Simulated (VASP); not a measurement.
# H (Cmcm) in VASP: notebook

The runs below take H through single point, with LDA.

Everything below comes from runs of VASP 6.6.1. Logs are shortened: lines on timing, memory, paths and dates and some standing lists are left out, and cuts for length are marked.

### Step 1. The cell of the first run

Symmetry: Cmcm, No. 63, orthorhombic system. The conventional cell has a = 3.481 Å, b = 5.768 Å, c = 5.665 Å, α = 90.00°, β = 90.00°, γ = 90.00°. H (site symmetry m) has 1 H at 0.78 Å within 1.1 Å.

### Step 2. Single point, LDA

INCAR

```
PREC = Accurate
ENCUT = 520
EDIFF = 1E-6
ISMEAR = 0
SIGMA = 0.05
LREAL = False
LASPH = True
NELM = 80
ALGO = Normal
ISIF = 2
LWAVE = False
LCHARG = False
GGA = CA
NBANDS = 10
```

KPOINTS

```
regular mesh
0
Gamma
  10 10 4
```

POSCAR

```
H
1.0
    1.7403009995     -2.8837536431      0.0000000000
    1.7403009995      2.8837536431      0.0000000000
    0.0000000000      0.0000000000      5.6654526314
H
4
Direct
    0.5678085000      0.4321915000      0.9995149500
    0.4321915000      0.5678085000      0.0004850500
    0.4321915000      0.5678085000      0.4995149500
    0.5678085000      0.4321915000      0.5004850500
```

Potentials or basis: VASP PAW LDA potentials, release 64 (H).

Command:

```sh
$ cat potpaw_LDA.64/H/POTCAR > POTCAR
$ mpirun -np 1 vasp_std > vasp.out
```

OUTCAR:

```text
PREC = Accurate
   ENCUT = 520
   EDIFF = 1E-6
   ISMEAR = 0
   LREAL = False
   LASPH = True
   NELM = 80
   ISIF = 2
   GGA = CA

 ion  position               nearest neighbor table
   1  0.568  0.432  1.000-   2 0.78
   2  0.432  0.568  0.000-   1 0.78
   3  0.432  0.568  0.500-   4 0.78
   4  0.568  0.432  0.500-   3 0.78

  LATTYP: Found a base centered orthorhombic cell.
 ALAT       =     3.4806019990
 B/A-ratio  =     1.6570430310
 C/A-ratio  =     1.6277220530

  Lattice vectors:

 A1 = (   1.7403009995,  -2.8837536431,   0.0000000000)
 A2 = (   1.7403009995,   2.8837536431,   0.0000000000)
 A3 = (   0.0000000000,   0.0000000000,   5.6654526314)

Analysis of symmetry for initial positions (statically):
=====================================================================
 Subroutine PRICEL returns:
 Original cell was already a primitive cell.

 Routine SETGRP: Setting up the symmetry group for a
 base centered orthorhombic supercell.

 Subroutine GETGRP returns: Found  8 space group operations
 (whereof  4 operations were pure point group operations)
 out of a pool of  8 trial point group operations.

The static configuration has the point symmetry C_2h.
 The point group associated with its full space group is D_2h.

Analysis of symmetry for dynamics (positions and initial velocities):
=====================================================================
 Subroutine PRICEL returns:
 Original cell was already a primitive cell.

 Routine SETGRP: Setting up the symmetry group for a
 base centered orthorhombic supercell.

 Subroutine GETGRP returns: Found  8 space group operations
 (whereof  4 operations were pure point group operations)
 out of a pool of  8 trial point group operations.

The dynamic configuration has the point symmetry C_2h.
 The point group associated with its full space group is D_2h.

 Subroutine INISYM returns: Found  8 space group operations
 (whereof  4 operations are pure point group operations),
 and found     1 'primitive' translations

----------------------------------------------------------------------------------------

                                     Primitive cell

  volume of cell :      56.8653

  direct lattice vectors                    reciprocal lattice vectors
     1.740301000 -2.883753643  0.000000000     0.287306621 -0.173385130  0.000000000
     1.740301000  2.883753643  0.000000000     0.287306621  0.173385130  0.000000000
     0.000000000  0.000000000  5.665452631     0.000000000  0.000000000  0.176508404

  length of vectors
     3.368186848  3.368186848  5.665452631     0.335570407  0.335570407  0.176508404

  position of ions in fractional coordinates (direct lattice)
     0.567808500  0.432191500  0.999514950
     0.432191500  0.567808500  0.000485050
     0.432191500  0.567808500  0.499514950
     0.567808500  0.432191500  0.500485050

  ion indices of the primitive-cell ions
   primitive index   ion index
                 1           1
                 2           2
                 3           3
                 4           4

----------------------------------------------------------------------------------------

 KPOINTS: regular mesh

Automatic generation of k-mesh.
 Grid dimensions read from file:
 generate k-points for:   10   10    4

 Generating k-lattice:

  Cartesian coordinates                     Fractional coordinates (reciprocal lattice)
     0.028730662 -0.017338513  0.000000000     0.100000000  0.000000000  0.000000000
     0.028730662  0.017338513  0.000000000     0.000000000  0.100000000  0.000000000
     0.000000000  0.000000000  0.044127101     0.000000000  0.000000000  0.250000000

  Length of vectors
     0.033557041  0.033557041  0.044127101

  Shift w.r.t. Gamma in fractional coordinates (k-lattice)
     0.000000000  0.000000000  0.000000000

 Subroutine IBZKPT returns following result:
 ===========================================

 Found     93 irreducible k-points:

 Following reciprocal coordinates:
            Coordinates               Weight
  0.000000  0.000000  0.000000      1.000000
  0.100000  0.000000  0.000000      4.000000
  0.200000  0.000000  0.000000      4.000000
  0.300000  0.000000  0.000000      4.000000
  0.400000  0.000000  0.000000      4.000000
  0.500000  0.000000  0.000000      2.000000
[... 16 lines left out ...]
  0.300000  0.300000  0.000000      2.000000
  0.400000  0.300000  0.000000      4.000000
 [... further k-points ...]
   k-points           NKPTS =     93   k-points in BZ     NKDIM =     93   number of bands    NBANDS=     10
   number of dos      NEDOS =    301   number of ions     NIONS =      4
   total plane-waves  NPLWV =  32928
   dimension x,y,z NGX =    28 NGY =   28 NGZ =   42
   dimension x,y,z NGXF=    56 NGYF=   56 NGZF=   84
   ions per type =               4
   NGX,Y,Z   is equivalent  to a cutoff of  13.82, 13.82, 12.32 a.u.
   NGXF,Y,Z  is equivalent  to a cutoff of  27.64, 27.64, 24.65 a.u.
 SYSTEM =  unknown system
   PREC   = accura    normal or accurate (medium, high low for compatibility)
   ISTART =      0    job   : 0-new  1-cont  2-samecut
   ICHARG =      2    charge: 1-file 2-atom 10-const
   ISPIN  =      1    spin polarized calculation?
   LNONCOLLINEAR =      F non collinear calculations
   LSORBIT =      F    spin-orbit coupling
   LASPH  =      T    aspherical Exc in radial PAW
   ENCUT  =  520.0 eV  38.22 Ry    6.18 a.u.   6.26  6.26 10.53*2*pi/ulx,y,z
   NELM   =     80;   NELMIN=  2; NELMDL= -5     # of ELM steps
   EDIFF  = 0.1E-05   stopping-criterion for ELM
   LREAL  =      F    real-space projection
   EDIFFG = 0.1E-04   stopping-criterion for IOM
   NSW    =      0    number of steps for IOM
   IBRION =     -1    ionic relax: 0-MD 1-quasi-New 2-CG
   NFREE  =      0    steps in history (QN), initial steepest desc. (CG)
   ISIF   =      2    stress and relaxation
   ISYM   =      2    0-nonsym 1-usesym 2-fastsym
   POTIM  = 0.5000    time-step for ionic-motion
   TEBEG  =    0.0;   TEEND  =   0.0 temperature during run
   PSTRESS=    0.0 pullay stress
   NELECT =       4.0000    total number of electrons
   NUPDOWN=      -1.0000    fix difference up-down
   EMIN   =  10.00;   EMAX   =-10.00  energy-range for DOS
   EFERMI =   0.00;   METHOD = LEGACY
   ISMEAR =     0;   SIGMA  =   0.05  broadening in eV -4-tet -1-fermi 0-gaus
   EFERMI_NEDOS =   21; number of points for ismear=-14 and -15
   IALGO  =     38    algorithm
   IMIX   =      4    mixing-type and parameters
     AMIX     =   0.40;   BMIX     =  1.00
     AMIX_MAG =   1.60;   BMIX_MAG =  1.00
  volume/ion in A,a.u.               =      14.22        95.94
  Fermi-wavevector in a.u.,A,eV,Ry     =   0.675791  1.277060  6.213693  0.456694
  Thomas-Fermi vector in A             =   1.752912
   LORBIT       =      0    0 simple, 1 ext, 2 COOP (PROOUT), +10 PAW based schemes
   GGA     = CA    functional components
   LHFCALC =     F    Hartree Fock is set to
   AEXX    =    0.0000 exact exchange contribution
   IVDW    =     0    specifies the selected vdW correction
   LEPSILON=     F    determine dielectric tensor
   LRPA    =     F    only Hartree local field effects (RPA)
 non-spin polarized calculation
 Gauss-broadening in eV      SIGMA  =   0.05
  energy-cutoff  :      520.00
  volume of cell :       56.87
 maximum number of plane-waves:      1553
 NGX is ok and might be reduce to    28
   NGX = 13   NGY = 13   NGZ = 21

 number of electron       3.9999997 magnetization

 Free energy of the ion-electron system (eV)
  ---------------------------------------------------
  ext. energy  EPLUGINS =         0.00000000
  ---------------------------------------------------
  free energy    TOTEN  =       -13.49388054 eV

  energy without entropy =      -13.49388054  energy(sigma->0) =      -13.49388054

 E-fermi :  -7.7880     XC(G=0):  -5.3725

 val. band max:       -8.0637485519   @ k =   0.4000   0.4000   0.0000
 cond. band min:      -1.0932190494   @ k =   0.5000   0.5000   0.0000
 fundamental gap:      6.9705295025
 Fermi energy:        -7.7880258562

 k-point     1 :       0.0000    0.0000    0.0000
  band No.  band energies     occupation
      1     -10.3053      2.00000
      2      -9.0119      2.00000
      3       0.7779      0.00000
      4       3.5613      0.00000
      5       6.4481      0.00000
      6       7.9761      0.00000
      7       8.0356      0.00000
      8      10.7460      0.00000
      9      12.7524      0.00000
     10      12.8997      0.00000

 k-point     2 :       0.1000    0.0000    0.0000
  band No.  band energies     occupation
      1     -10.2235      2.00000
      2      -8.9497      2.00000
      3       0.9410      0.00000
      4       3.1313      0.00000
      5       6.3341      0.00000
      6       6.7763      0.00000
      7       8.6739      0.00000
      8      10.1097      0.00000
      9      12.2393      0.00000
     10      13.0501      0.00000

 k-point     3 :       0.2000    0.0000    0.0000
  band No.  band energies     occupation
      1      -9.9972      2.00000
      2      -8.7803      2.00000
      3       1.4271      0.00000
      4       2.1135      0.00000
      5       5.3838      0.00000
      6       6.0824      0.00000
      7       8.7484      0.00000
      8       8.7563      0.00000
      9      11.6415      0.00000
     10      12.1780      0.00000
[... 248 lines left out ...]
 k-point    23 :       0.3000    0.3000    0.0000
  band No.  band energies     occupation
      1      -9.1250      2.00000
      2      -8.1568      2.00000
      3       0.7128      0.00000
      4       1.5208      0.00000
      5       3.4000      0.00000
      6       4.5982      0.00000
      7       5.2705      0.00000
      8       7.6383      0.00000
      9       7.9671      0.00000
     10      11.4123      0.00000

 k-point    24 :       0.4000    0.3000    0.0000
  band No.  band energies     occupation
      1      -9.0570      2.00000
      2      -8.1015      2.00000
      3      -0.0850      0.00000
      4       2.3194      0.00000
      5       2.6987      0.00000
      6       4.8355      0.00000
      7       6.0237      0.00000
      8       7.1249      0.00000
      9       8.2538      0.00000
     10      11.0824      0.00000

 [... further k-points ...]

------------------------ aborting loop because EDIFF is reached ----------------------------------------

  FORCE on cell =-STRESS in cart. coord.  units (eV):
  Direction    XX          YY          ZZ          XY          YZ          ZX
  --------------------------------------------------------------------------------------
  -------------------------------------------------------------------------------------
  Total       -0.2164003     -0.9504331     -0.0121767      0.0000000      0.0000000      0.0000000
  in kB       -6.0970730    -26.7784229     -0.3430792      0.0000000      0.0000000      0.0000000
  external PRESSURE =     -11.0728584 kB  Pullay stress =       0.0000000 kB

 VOLUME and BASIS-vectors are now :
 -----------------------------------------------------------------------------
  energy-cutoff  :      520.00
  volume of cell :       56.87
      direct lattice vectors                 reciprocal lattice vectors
     1.740301000 -2.883753643  0.000000000     0.287306621 -0.173385130  0.000000000
     1.740301000  2.883753643  0.000000000     0.287306621  0.173385130  0.000000000
     0.000000000  0.000000000  5.665452631     0.000000000  0.000000000  0.176508404

 POSITION                                       TOTAL-FORCE (eV/Angst)
 -----------------------------------------------------------------------------------
      1.74030     -0.39109      5.66270         0.000000      0.412084      0.002613
      1.74030      0.39109      0.00275         0.000000     -0.412084     -0.002613
      1.74030      0.39109      2.82998         0.000000     -0.412084      0.002613
      1.74030     -0.39109      2.83547         0.000000      0.412084     -0.002613
 -----------------------------------------------------------------------------------
    total drift:                                0.000000      0.000000     -0.000000

  FREE ENERGIE OF THE ION-ELECTRON SYSTEM (eV)
  ---------------------------------------------------
  free  energy   TOTEN  =       -13.4938805355 eV

  energy  without entropy=      -13.4938805355  energy(sigma->0) =      -13.49388054
```

It took 59 s on 1 thread of Intel Xeon 6975P-C, shared host; peak memory 0.16 GiB.

Results:

```yaml
Free_energy: -13.4939 eV
Pressure: -1.1 GPa
Largest_force: 0.412 eV/Å
Band_gap_on_the_k_mesh: 6.97 eV
```

Forces in eV/Å, atoms in the order of the input:
```
H    0.000  0.412  0.003
H    0.000 -0.412 -0.003
H    0.000 -0.412  0.003
H    0.000  0.412 -0.003
```

Stress tensor (GPa, compression positive):
```
-0.61  0.00  0.00
 0.00 -2.68  0.00
 0.00  0.00 -0.03
```

[end of part 1 of 3]
